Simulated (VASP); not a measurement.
Write the native input for VASP 6.6.1 that does the following.

- Task: single point
- Functional: PBE
- Potentials or basis: VASP PAW PBE potentials, release 64 (Na_pv, F)
- Cutoff: 520 eV
- k mesh: 10 × 10 × 10
- Occupations: fermi-dirac, width 0.02 eV
- Spin: no spin polarisation
- Dipole correction: no
- Further INCAR settings: ALGO = Normal; EDIFF = 1e-06; NBANDS = 14

The structure of NaF (Villiaumite) lies in POSCAR:

```
NaF
1.0
    0.0000000000      2.3500762512      2.3500762512
    2.3500762512      0.0000000000      2.3500762512
    2.3500762512      2.3500762512      0.0000000000
Na F
1 1
Direct
    0.0000000000      0.0000000000      0.0000000000
    0.5000000000      0.5000000000      0.5000000000
```

One way to write it, as run:

INCAR

```
PREC     = Accurate       # precision mode
ENCUT    = 520            # plane-wave cutoff, eV
EDIFF    = 1E-6           # SCF threshold, eV
ISMEAR   = -1             # smearing method
SIGMA    = 0.02           # smearing width, eV
LREAL    = False          # projectors in reciprocal space
LASPH    = True           # aspherical terms in the spheres
NELM     = 100            # most SCF steps
ALGO     = Normal         # electronic algorithm
ISIF     = 2              # what is computed and relaxed
LWAVE    = False          # write WAVECAR
LCHARG   = False          # write CHGCAR
GGA      = PE             # functional
NBANDS   = 14             # bands
```

KPOINTS

```
regular mesh
0
Gamma
  10 10 10
```

Potentials or basis: VASP PAW PBE potentials, release 64 (Na_pv, F).

Launch:

```console
$ cat potpaw_PBE.64/Na_pv/POTCAR potpaw_PBE.64/F/POTCAR > POTCAR
$ mpirun -np 1 vasp_std > vasp.out
```

It gave:

* Pressure: -0.1 GPa
* Band gap on the k mesh: 6.07 eV, direct

Wall time 13 s on 1 thread of Intel(R) Xeon(R) Platinum 8124M CPU @ 3.00GHz (Skylake/Cascade Lake), with other jobs on the host, peak memory 0.15 GiB.
